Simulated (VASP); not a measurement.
# Si (Fd-3m) in VASP: a series of runs

Runs on Si. Level: PBEsol. Tasks: single point.

Everything below comes from runs of VASP 6.6.1. Logs are shortened: lines on timing, memory, paths and dates and some standing lists are left out, and cuts for length are marked.

### Step 1. The cell of the first run

It takes space group Fd-3m (No. 227, cubic). The conventional cell has a = 5.433 Å, b = 5.433 Å, c = 5.433 Å, α = 90.00°, β = 90.00°, γ = 90.00°. Si (site symmetry -43m) has 4 Si at 2.35 Å within 3.1 Å.

### Step 2. Single point, PBEsol

The input, INCAR:

```
SYSTEM = Si
PREC     = Accurate       ! precision mode
ENCUT    = 520            ! plane-wave cutoff, eV
EDIFF    = 1E-7           ! SCF threshold, eV
ISMEAR   = -1             ! smearing method
SIGMA    = 0.02           ! smearing width, eV
LREAL    = .False.        ! projectors in reciprocal space
LASPH    = .True.         ! aspherical terms in the spheres
NELM     = 60             ! most SCF steps
ALGO     = Normal         ! electronic algorithm
ISIF     = 2              ! what is computed and relaxed
LWAVE    = .False.        ! write WAVECAR
LCHARG   = .True.         ! write CHGCAR
GGA      = PS             ! functional
LELF     = .True.         ! ELF
LVHAR    = .True.       
NBANDS   = 16             ! bands
```

The input, KPOINTS:

```
Automatic mesh
0
Gamma
  8 6 8
  0 0 0
```

The input, POSCAR:

```
Si
1.0
   -2.7165779569      2.7165779569      0.0000000000
    0.0000000000      0.0000000000      5.4331559138
    2.7165779569      2.7165779569      0.0000000000
Si
4
Direct
    0.5000000000      0.3750000000      0.2500000000
    0.0000000000      0.8750000000      0.7500000000
    0.0000000000      0.1250000000      0.2500000000
    0.5000000000      0.6250000000      0.7500000000
```

Potentials or basis: VASP PAW PBE potentials, release 64 (Si).

On the command line:

```sh
> cat potpaw_PBE.64/Si/POTCAR > POTCAR
> mpirun -np 1 vasp_std > vasp.out
```

OUTCAR:

```text
SYSTEM = Si
   PREC = Accurate
   ENCUT = 520
   EDIFF = 1E-7
   ISMEAR = -1
   LREAL = .False.
   LASPH = .True.
   NELM = 60
   ISIF = 2
   GGA = PS

 ion  position               nearest neighbor table
   1  0.500  0.375  0.250-   3 2.35   4 2.35   4 2.35   3 2.35
   2  0.000  0.875  0.750-   3 2.35   4 2.35   3 2.35   4 2.35
   3  0.000  0.125  0.250-   1 2.35   2 2.35   2 2.35   1 2.35
   4  0.500  0.625  0.750-   1 2.35   2 2.35   1 2.35   2 2.35

  LATTYP: Found a simple tetragonal cell.
 ALAT       =     3.8418213899
 C/A-ratio  =     1.4142135624

  Lattice vectors:

 A1 = (   2.7165779569,  -2.7165779569,   0.0000000000)
 A2 = (   2.7165779569,   2.7165779569,   0.0000000000)
 A3 = (   0.0000000000,   0.0000000000,   5.4331559138)

Analysis of symmetry for initial positions (statically):
=====================================================================
 Subroutine PRICEL returns following result:

  LATTYP: Found a face centered cubic cell.
 ALAT       =     5.4331559138

  Lattice vectors:

 A1 = (   2.7165779569,   0.0000000000,   2.7165779569)
 A2 = (   2.7165779569,   2.7165779569,   0.0000000000)
 A3 = (   0.0000000000,   2.7165779569,   2.7165779569)

   2 primitive cells build up your supercell.

 Routine SETGRP: Setting up the symmetry group for a
 simple tetragonal supercell.

 Subroutine GETGRP returns: Found 16 space group operations
 (whereof  4 operations were pure point group operations)
 out of a pool of 16 trial point group operations.

The static configuration has the point symmetry C_2h.
 The point group associated with its full space group is D_4h.

Analysis of symmetry for dynamics (positions and initial velocities):
=====================================================================
 Subroutine PRICEL returns following result:

  LATTYP: Found a face centered cubic cell.
 ALAT       =     5.4331559138

  Lattice vectors:

 A1 = (   2.7165779569,   0.0000000000,   2.7165779569)
 A2 = (   2.7165779569,   2.7165779569,   0.0000000000)
 A3 = (   0.0000000000,   2.7165779569,   2.7165779569)

   2 primitive cells build up your supercell.

 Routine SETGRP: Setting up the symmetry group for a
 simple tetragonal supercell.

 Subroutine GETGRP returns: Found 16 space group operations
 (whereof  4 operations were pure point group operations)
 out of a pool of 16 trial point group operations.

The dynamic configuration has the point symmetry C_2h.
 The point group associated with its full space group is D_4h.

 Subroutine INISYM returns: Found 16 space group operations
 (whereof  4 operations are pure point group operations),
 and found     2 'primitive' translations

----------------------------------------------------------------------------------------

                                     Primitive cell

  volume of cell :      40.0956

  direct lattice vectors                    reciprocal lattice vectors
     2.716577957  0.000000000  2.716577957     0.184055090 -0.184055090  0.184055090
     2.716577957  2.716577957  0.000000000     0.184055090  0.184055090 -0.184055090
     0.000000000  2.716577957  2.716577957    -0.184055090  0.184055090  0.184055090

  length of vectors
     3.841821390  3.841821390  3.841821390     0.318792767  0.318792767  0.318792767

  position of ions in fractional coordinates (direct lattice)
     0.875000000  0.875000000  0.875000000
     0.125000000  0.125000000  0.125000000

  ion indices of the primitive-cell ions
   primitive index   ion index
                 1           1
                 2           3

----------------------------------------------------------------------------------------

 KPOINTS: Automatic mesh

Automatic generation of k-mesh.
 Grid dimensions read from file:
 generate k-points for:    8    6    8

 Generating k-lattice:

  Cartesian coordinates                     Fractional coordinates (reciprocal lattice)
    -0.023006886  0.023006886  0.000000000     0.125000000  0.000000000  0.000000000
     0.000000000  0.000000000  0.030675848     0.000000000  0.166666667  0.000000000
     0.023006886  0.023006886  0.000000000     0.000000000  0.000000000  0.125000000

  Length of vectors
     0.032536651  0.030675848  0.032536651

  Shift w.r.t. Gamma in fractional coordinates (k-lattice)
     0.000000000  0.000000000  0.000000000

 Subroutine IBZKPT returns following result:
 ===========================================

 Found     60 irreducible k-points:

 Following reciprocal coordinates:
            Coordinates               Weight
  0.000000  0.000000  0.000000      1.000000
  0.125000  0.000000  0.000000      4.000000
  0.250000  0.000000  0.000000      4.000000
  0.375000  0.000000  0.000000      4.000000
  0.500000  0.000000  0.000000      2.000000
  0.000000  0.166667  0.000000      2.000000
[... 16 lines left out ...]
  0.375000  0.000000  0.125000      8.000000
  0.500000  0.000000  0.125000      4.000000
 [... further k-points ...]
   k-points           NKPTS =     60   k-points in BZ     NKDIM =     60   number of bands    NBANDS=     16
   number of dos      NEDOS =    301   number of ions     NIONS =      4
   total plane-waves  NPLWV =  36000
   dimension x,y,z NGX =    30 NGY =   40 NGZ =   30
   dimension x,y,z NGXF=    60 NGYF=   80 NGZF=   60
   ions per type =               4
   NGX,Y,Z   is equivalent  to a cutoff of  12.98, 12.24, 12.98 a.u.
   NGXF,Y,Z  is equivalent  to a cutoff of  25.96, 24.48, 25.96 a.u.
 SYSTEM =  Si
   PREC   = accura    normal or accurate (medium, high low for compatibility)
   ISTART =      0    job   : 0-new  1-cont  2-samecut
   ICHARG =      2    charge: 1-file 2-atom 10-const
   ISPIN  =      1    spin polarized calculation?
   LNONCOLLINEAR =      F non collinear calculations
   LSORBIT =      F    spin-orbit coupling
   LASPH  =      T    aspherical Exc in radial PAW
   ENCUT  =  520.0 eV  38.22 Ry    6.18 a.u.   7.14 10.10  7.14*2*pi/ulx,y,z
   NELM   =     60;   NELMIN=  2; NELMDL= -5     # of ELM steps
   EDIFF  = 0.1E-06   stopping-criterion for ELM
   LREAL  =      F    real-space projection
   EDIFFG = 0.1E-05   stopping-criterion for IOM
   NSW    =      0    number of steps for IOM
   IBRION =     -1    ionic relax: 0-MD 1-quasi-New 2-CG
   NFREE  =      0    steps in history (QN), initial steepest desc. (CG)
   ISIF   =      2    stress and relaxation
   ISYM   =      2    0-nonsym 1-usesym 2-fastsym
   POTIM  = 0.5000    time-step for ionic-motion
   TEBEG  =    0.0;   TEEND  =   0.0 temperature during run
   PSTRESS=    0.0 pullay stress
   NELECT =      16.0000    total number of electrons
   NUPDOWN=      -1.0000    fix difference up-down
   EMIN   =  10.00;   EMAX   =-10.00  energy-range for DOS
   EFERMI =   0.00;   METHOD = LEGACY
   ISMEAR =    -1;   SIGMA  =   0.02  broadening in eV -4-tet -1-fermi 0-gaus
   EFERMI_NEDOS =   21; number of points for ismear=-14 and -15
   IALGO  =     38    algorithm
   IMIX   =      4    mixing-type and parameters
     AMIX     =   0.40;   BMIX     =  1.00
     AMIX_MAG =   1.60;   BMIX_MAG =  1.00
  volume/ion in A,a.u.               =      20.05       135.29
  Fermi-wavevector in a.u.,A,eV,Ry     =   0.956620  1.807749 12.450981  0.915121
  Thomas-Fermi vector in A             =   2.085564
   LORBIT       =      0    0 simple, 1 ext, 2 COOP (PROOUT), +10 PAW based schemes
   GGA     = PS    functional components
   LHFCALC =     F    Hartree Fock is set to
   AEXX    =    0.0000 exact exchange contribution
   IVDW    =     0    specifies the selected vdW correction
   LEPSILON=     F    determine dielectric tensor
   LRPA    =     F    only Hartree local field effects (RPA)
 non-spin polarized calculation
  energy-cutoff  :      520.00
  volume of cell :       80.19
 maximum number of plane-waves:      2212
 NGX is ok and might be reduce to    30
   NGX = 15   NGY = 21   NGZ = 15

 number of electron      15.9999999 magnetization

 Free energy of the ion-electron system (eV)
  ---------------------------------------------------
  ext. energy  EPLUGINS =         0.00000000
  ---------------------------------------------------
  free energy    TOTEN  =       -22.98389163 eV

  energy without entropy =      -22.98389155  energy(sigma->0) =      -22.98389159

 E-fermi :   6.0088     XC(G=0):  -9.5483

 val. band max:        5.7767958609   @ k =   0.0000   0.0000   0.0000
 cond. band min:       6.2351836969   @ k =   0.0000   0.1667   0.0000
 fundamental gap:      0.4583878360
 Fermi energy:         6.0087942921

 k-point     1 :       0.0000    0.0000    0.0000
  band No.  band energies     occupation
      1      -6.2044      2.00000
      2      -2.0484      2.00000
      3      -2.0484      2.00000
      4       2.9059      2.00000
      5       2.9059      2.00000
      6       5.7766      1.99998
[... 8 lines left out ...]
     15      13.4642      0.00000
     16      13.4731      0.00000

 k-point     2 :       0.1250    0.0000    0.0000
  band No.  band energies     occupation
      1      -6.0676      2.00000
      2      -2.1152      2.00000
      3      -1.9007      2.00000
      4       2.2079      2.00000
      5       3.0157      2.00000
      6       4.7216      2.00000
[... 8 lines left out ...]
     15      12.8396      0.00000
     16      13.3206      0.00000

 k-point     3 :       0.2500    0.0000    0.0000
  band No.  band energies     occupation
      1      -5.6625      2.00000
      2      -2.4563      2.00000
      3      -1.4589      2.00000
      4       1.4196      2.00000
      5       3.0817      2.00000
      6       3.3356      2.00000
[... 8 lines left out ...]
     15      12.0448      0.00000
     16      13.1953      0.00000

 k-point     4 :       0.3750    0.0000    0.0000
  band No.  band energies     occupation
      1      -5.0084      2.00000
      2      -3.2145      2.00000
      3      -0.7273      2.00000
      4       1.3798      2.00000
      5       1.5667      2.00000
      6       2.9521      2.00000
[... 8 lines left out ...]
     15      11.7895      0.00000
     16      11.8783      0.00000
[... 324 lines left out ...]
 k-point    22 :       0.2500    0.0000    0.1250
  band No.  band energies     occupation
      1      -5.5255      2.00000
      2      -2.3114      2.00000
      3      -1.5276      2.00000
      4       1.5361      2.00000
      5       2.6518      2.00000
      6       2.9690      2.00000
[... 8 lines left out ...]
     15      11.8793      0.00000
     16      12.1291      0.00000

 k-point    23 :       0.3750    0.0000    0.1250
  band No.  band energies     occupation
      1      -4.8709      2.00000
      2      -3.0734      2.00000
      3      -0.7989      2.00000
      4       1.4793      2.00000
      5       1.4960      2.00000
      6       3.0285      2.00000
[... 8 lines left out ...]
     15      11.2312      0.00000
     16      12.7289      0.00000

 k-point    24 :       0.5000    0.0000    0.1250
  band No.  band energies     occupation
      1      -4.0142      2.00000
      2      -4.0142      2.00000
      3       0.2092      2.00000
      4       0.2092      2.00000
      5       2.0831      2.00000
      6       2.0831      2.00000
[... 8 lines left out ...]
     15      12.2923      0.00000
     16      12.2923      0.00000

 [... further k-points ...]
[... 5 lines left out ...]
  --------------------------------------------------------------------------------------
  -------------------------------------------------------------------------------------
  Total        0.0762633      0.0762633      0.0468838     -0.0000000     -0.0000000     -0.0000000
  in kB        1.5237012      1.5237012      0.9367143     -0.0000000     -0.0000000     -0.0000000
  external PRESSURE =       1.3280389 kB  Pullay stress =       0.0000000 kB

 VOLUME and BASIS-vectors are now :
 -----------------------------------------------------------------------------
  energy-cutoff  :      520.00
  volume of cell :       80.19
      direct lattice vectors                 reciprocal lattice vectors
    -2.716577957  2.716577957  0.000000000    -0.184055090  0.184055090  0.000000000
     0.000000000  0.000000000  5.433155914     0.000000000  0.000000000  0.184055090
     2.716577957  2.716577957  0.000000000     0.184055090  0.184055090  0.000000000

 POSITION                                       TOTAL-FORCE (eV/Angst)
 -----------------------------------------------------------------------------------
     -0.67914      2.03743      2.03743         0.000000      0.000000      0.000000
      2.03743      2.03743      4.75401        -0.000000     -0.000000     -0.000000
      0.67914      0.67914      0.67914        -0.000000      0.000000     -0.000000
      0.67914      3.39572      3.39572         0.000000     -0.000000     -0.000000
 -----------------------------------------------------------------------------------
    total drift:                                0.000000      0.000000     -0.000000

  FREE ENERGIE OF THE ION-ELECTRON SYSTEM (eV)
  ---------------------------------------------------
  free  energy   TOTEN  =       -22.9838916303 eV

  energy  without entropy=      -22.9838915533  energy(sigma->0) =      -22.98389159
```

Run time: 40 s. Hardware: 1 thread of AMD EPYC 7R43 (Zen 3), shared host; peak memory 0.17 GiB.

Results:

```yaml
Free_energy: -22.9839 eV
Pressure: 0.1 GPa
Band_gap_on_the_k_mesh: 0.46 eV
```

Caveat: the PAW data sets were made with another functional, which shifts forces and pressure a little.

(Continued in part 2 of 2.)
